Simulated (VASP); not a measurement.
Wanted: the native input for a VASP 6.6.1 run.

```
Task                   : single point
Functional             : r2SCAN
Potentials or basis    : VASP PAW PBE potentials, release 64 (B, N)
Cutoff                 : 520 eV
k mesh                 : 10 × 10 × 10
Occupations            : gaussian, width 0.01 eV
Spin                   : no spin polarisation
Dipole correction      : no
Further INCAR settings : ALGO = Normal; EDIFF = 1e-06; NBANDS = 11
```

The system is BN.

```xyz
2
Lattice="0.0000 1.8048 1.8048 1.8048 0.0000 1.8048 1.8048 1.8048 0.0000" Properties=species:S:1:pos:R:3 pbc="T T T"
B     0.0000    0.0000    0.0000
N     0.9024    0.9024    0.9024
```

These files were run (other wordings do the same):

POSCAR

```
BN
1.0
    0.0000000000      1.8048254497      1.8048254497
    1.8048254497      0.0000000000      1.8048254497
    1.8048254497      1.8048254497      0.0000000000
B N
1 1
Direct
    0.0000000000      0.0000000000      0.0000000000
    0.2500000000      0.2500000000      0.2500000000
```

INCAR.step1

```
ALGO = Normal ; EDIFF = 1E-4
ENCUT = 520 ; GGA = PE
ISMEAR = 0 ; LASPH = True
LCHARG = False ; LREAL = False
LWAVE = True ; NBANDS = 11
NELM = 80 ; PREC = Accurate
SIGMA = 0.01
```

INCAR.step2

```
ALGO = Normal ; EDIFF = 1E-6
ENCUT = 520 ; ISIF = 2
ISMEAR = 0 ; ISTART = 1
LASPH = True ; LCHARG = False
LMIXTAU = True ; LREAL = False
LWAVE = False ; METAGGA = R2SCAN
NBANDS = 11 ; NELM = 80
PREC = Accurate ; SIGMA = 0.01
```

KPOINTS

```
k-points
0
Gamma
  10 10 10
```

Potentials or basis: VASP PAW PBE potentials, release 64 (B, N).

Run with:

```sh
$ cat potpaw_PBE.64/B/POTCAR potpaw_PBE.64/N/POTCAR > POTCAR
$ cp INCAR.step1 INCAR
$ mpirun -np 1 vasp_std > vasp.out
$ cp INCAR.step2 INCAR
$ mpirun -np 1 vasp_std > vasp.out
```

It gave:

| Property | Result |
| --- | --- |
| Pressure | 1.1 GPa |
| Band gap on the k mesh | 4.98 eV, indirect (least direct gap 9.55 eV) |

Caveat: the PAW data sets were made with another functional, which shifts forces and pressure a little.

Wall time 16 s on 1 thread of Intel(R) Xeon(R) 6975P-C (Granite Rapids) (shared host), peak memory 0.12 GiB.
